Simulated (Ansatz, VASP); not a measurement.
## Two plane-wave programs on InSe

File INCAR:

```
PREC     = Accurate       # precision mode
ENCUT    = 520            # plane-wave cutoff, eV
EDIFF    = 1E-7           # SCF threshold, eV
ISMEAR   = -1             # smearing method
SIGMA    = 0.02           # smearing width, eV
LREAL    = F              # projectors in reciprocal space
LASPH    = T              # aspherical terms in the spheres
NELM     = 60             # most SCF steps
ALGO     = Normal         # electronic algorithm
ISIF     = 2              # what is computed and relaxed
LWAVE    = F              # write WAVECAR
LCHARG   = F              # write CHGCAR
GGA      = PE             # functional
NBANDS   = 27             # bands
```

KPOINTS

```
regular mesh
0
Gamma
  6 6 6
```

POSCAR

```
InSe
1.0
    5.8791337507     -2.0549058466      0.0681432510
    5.8791337507      2.0549058466      0.0681432510
   -1.6833202670      0.0000000000      4.3858737115
In Se
2 2
Direct
    0.1131988104      0.1131988104      0.9651314868
    0.8868011896      0.8868011896      0.0348685132
    0.3425801077      0.3425801077      0.3509444884
    0.6574198923      0.6574198923      0.6490555116
```

Input for Ansatz:

```yaml
crystal:
  lattice:
    - [5.8791337507, -2.0549058466, 0.068143251]
    - [5.8791337507, 2.0549058466, 0.068143251]
    - [-1.683320267, 0.0, 4.3858737115]
  atoms:
    - { symbol: In, position: [0.1131988104, 0.1131988104, 0.9651314868] }
    - { symbol: In, position: [0.8868011896, 0.8868011896, 0.0348685132] }
    - { symbol: Se, position: [0.3425801077, 0.3425801077, 0.3509444884] }
    - { symbol: Se, position: [0.6574198923, 0.6574198923, 0.6490555116] }
kpoints:
  mp_grid: { grid: [6, 6, 6] }
  band_path:
    path:
      - [[0.0, 0.0, 0.0], [-0.2847313085819, 0.2847313085819, 1.072832420955e-17]]
      - [[-0.7152686914181, -0.2847313085819, 3.406062703973e-17], [-0.5, -0.5, 3.406062703973e-17], [0.0, 0.0, 0.0], [-0.5, -0.5, 0.5], [-0.7454766968705, -0.2545233031295, 0.5]]
      - [[-0.2545233031295, 0.2545233031295, 0.5], [-5.165361979214e-19, -2.086918626743e-19, 0.5], [0.0, 0.0, 0.0]]
      - [[-0.5, -2.607910028558e-17, 0.5], [0.0, 0.0, 0.0], [-0.5, -4.283746776001e-17, 2.586518763504e-17]]
    npoints: 10
hamiltonian:
  xc: pbe
scf:
  occupations: { method: fermi_dirac, width: 0.02 }
  n_extra_bands: 5
output:
  forces: true
  stress: true
  eigenvalues: true
```

Alike in both runs: task single point; functional PBE; k mesh 6 × 6 × 6; occupations fermi-dirac, width 0.02 eV; no spin polarisation.

|  | VASP | Ansatz |
| --- | --- | --- |
| version | VASP 6.6.1 | Ansatz 0.2.0 |
| potentials or method | VASP PAW PBE potentials, release 64 (In_d, Se) | plane waves, PAW |
| plane-wave cutoff (eV) | 520 | 420 |
| valence electrons in the cell | 38 | 58 |

```csv
,VASP,Ansatz,Ansatz less VASP
gap on the k mesh at the Fermi level (eV),0.99,0.99,+0.007
pressure (GPa),2.6,2.5,-0.04
"traceless stress, the component that is largest in VASP (GPa)",0.07,0.07,-0.009
rms of the force components (eV/Å),0.105,0.099,-0.0061
```

Atom by atom the forces differ by 0.008 eV/Å (rms over components). VASP's potentials hold 38 valence electrons a cell and Ansatz's 58, so a difference there can come from the potentials and not from the codes.
